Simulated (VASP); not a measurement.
Set up this calculation in VASP 6.6.1, as the native input.

```
Task                   : single point
Functional             : LDA
Potentials or basis    : VASP PAW LDA potentials, release 64 (Ga_d, Co)
Cutoff                 : 520 eV
k mesh                 : 11 × 11 × 11
Occupations            : fermi-dirac, width 0.08 eV
Spin                   : no spin polarisation
Dipole correction      : no
Further INCAR settings : ALGO = Normal; EDIFF = 1e-06; NBANDS = 18
```

The structure of GaCo lies in POSCAR:

```
GaCo
1.0
    2.6716985326      0.0000000000      0.0000000000
    0.0000000000      2.6716985326      0.0000000000
    0.0000000000      0.0000000000      2.6716985326
Ga Co
1 1
Direct
    0.5000000000      0.5000000000      0.5000000000
    0.0000000000      0.0000000000      0.0000000000
```

This cell differs from its parent crystal: volume scaled by 0.8.

These files were run (other wordings do the same):

INCAR

```
SYSTEM = GaCo
PREC = Accurate
ENCUT = 520
EDIFF = 1E-6
ISMEAR = -1
SIGMA = 0.08
LREAL = .FALSE.
LASPH = .TRUE.
NELM = 100
ALGO = Normal
ISIF = 2
LWAVE = .FALSE.
LCHARG = .FALSE.
NBANDS = 18
```

KPOINTS

```
Automatic mesh
0
G
  11 11 11
  0 0 0
```

Potentials or basis: VASP PAW LDA potentials, release 64 (Ga_d, Co).

Launch:

```sh
$ cat potpaw_LDA.64/Ga_d/POTCAR potpaw_LDA.64/Co/POTCAR > POTCAR
$ mpirun -np 1 vasp_std > vasp.out
```

It gave:

```json
{
 "Pressure": "48.3 GPa",
 "Band gap on the k mesh": "zero (band 11 reaches 15.13 eV, above the bottom of band 12 at 12.65 eV)"
}
```

Run time: 5.7 s on 1 thread of Intel(R) Xeon(R) 6975P-C (Granite Rapids), with other jobs on the host, peak memory 0.13 GiB.
